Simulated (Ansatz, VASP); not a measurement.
# One calculation of GaSb, two programs

File INCAR:

```
PREC = Accurate ; ENCUT = 520
EDIFF = 1E-6 ; ISMEAR = 0
SIGMA = 0.15 ; LREAL = F
LASPH = T ; NELM = 100
ALGO = Normal ; ISIF = 2
LWAVE = F ; LCHARG = F
GGA = PE ; NBANDS = 16
```

Contents of KPOINTS:

```
Automatic mesh
0
Gamma
  16 16 16
```

POSCAR

```
GaSb
1.0
   -2.8305000000      2.8305000000      1.7076500000
    2.8305000000     -2.8305000000      1.7076500000
    2.8305000000      2.8305000000     -1.7076500000
Ga Sb
1 1
Direct
    0.2500000000      0.7500000000      0.5000000000
    0.0000000000      0.0000000000      0.0000000000
```

Input for Ansatz:

```yaml
crystal:
  lattice:
    - [-2.8305, 2.8305, 1.70765]
    - [2.8305, -2.8305, 1.70765]
    - [2.8305, 2.8305, -1.70765]
  atoms:
    - { symbol: Ga, position: [0.25, 0.75, 0.5] }
    - { symbol: Sb, position: [0.0, 0.0, 0.0] }
basis:
  ecutwfc: 420
kpoints:
  mp_grid: { grid: [16, 16, 16] }
hamiltonian:
  xc: pbe
  pseudopotentials: { kind: paw, azcp: { folder: soft_1 } }
scf:
  occupations: { method: gaussian, width: 0.15 }
output:
  forces: true
  stress: true
  eigenvalues: true
  write_density: true
  write_potential: true
  elf: true
  volumetric_format: npy
```

Alike in both runs: task single point; functional PBE; k mesh 16 × 16 × 16; occupations gaussian, width 0.15 eV; no spin polarisation.

```csv
,VASP,Ansatz
version,VASP 6.6.1,Ansatz 0.2.0
potentials or method,"VASP PAW PBE potentials, release 64 (Ga_d, Sb), cutoff 520 eV","scalar-relativistic, plane waves, PAW"
valence electrons in the cell,18,28
```

|  | VASP | Ansatz | Ansatz less VASP |
| --- | --- | --- | --- |
| gap on the k mesh at the Fermi level (eV) | none | none | - |
| pressure (GPa) | -4.4 | -4.5 | -0.03 |
| traceless stress, the component that is largest in VASP (GPa) | -0.64 | -0.62 | +0.021 |

A gap of «none» marks a metal or a gap that the smearing closes. The functional is the same, so the differences come from potentials, cutoffs and numerics. VASP's potentials hold 18 valence electrons a cell and Ansatz's 28, so a difference there can come from the potentials and not from the codes.

Neither program's run includes spin-orbit coupling.
